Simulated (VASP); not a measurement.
A run of VASP 6.6.1 is set up as follows.

Contents of POSCAR:

```
MgO
1.0
    2.9380210000      0.0000000000      0.0000000000
   -1.4690105000      2.5444008229      0.0000000000
    0.0000000000      0.0000000000      2.6796800000
Mg O
1 1
Direct
    0.0000000000      0.0000000000      0.0000000000
    0.3333333333      0.6666666667      0.5000000000
```

INCAR.step1

```
PREC = Accurate
ENCUT = 660
ISMEAR = 0
SIGMA = 0.01
LREAL = False
LASPH = True
NELM = 120
ISYM = 0
NBANDS = 11
GGA = PE
ALGO = Normal
EDIFF = 1E-5
LWAVE = True
LCHARG = False
GGA_COMPAT = False
```

File INCAR.step2:

```
PREC = Accurate
ENCUT = 660
EDIFF = 1E-6
ISMEAR = 0
SIGMA = 0.01
LREAL = False
LASPH = True
NELM = 120
ALGO = Normal
ISIF = 2
LWAVE = False
LCHARG = False
METAGGA = R2SCAN
LMIXTAU = True
ISYM = 0
NBANDS = 11
ISTART = 1
GGA_COMPAT = False
```

The input KPOINTS:

```
Automatic mesh
0
Gamma
  7 7 7
  0.5 0.5 0.5
```

Potentials or basis: VASP PAW PBE potentials, release 64 (Mg, O).

The run is started by

```console
$ cat potpaw_PBE.64/Mg/POTCAR potpaw_PBE.64/O/POTCAR > POTCAR
$ cp INCAR.step1 INCAR
$ mpirun -np 1 vasp_std > vasp.out
$ cp INCAR.step2 INCAR
$ mpirun -np 1 vasp_std > vasp.out
```

Task: What does it give for the pressure?

Result: -6.5 GPa.

Task: What does it give for the band gap on the k mesh?

Result: 4.53 eV (least direct gap 5.02 eV).

Stress tensor (GPa, compression positive):
```
-6.12  0.00  0.00
 0.00 -6.12  0.00
 0.00  0.00 -7.17
```

Caveat: the cell stands under tension; the PAW data sets were made with another functional, which shifts forces and pressure a little; a shifted mesh leaves out Γ, where band edges can lie. A k mesh can miss the band edges.
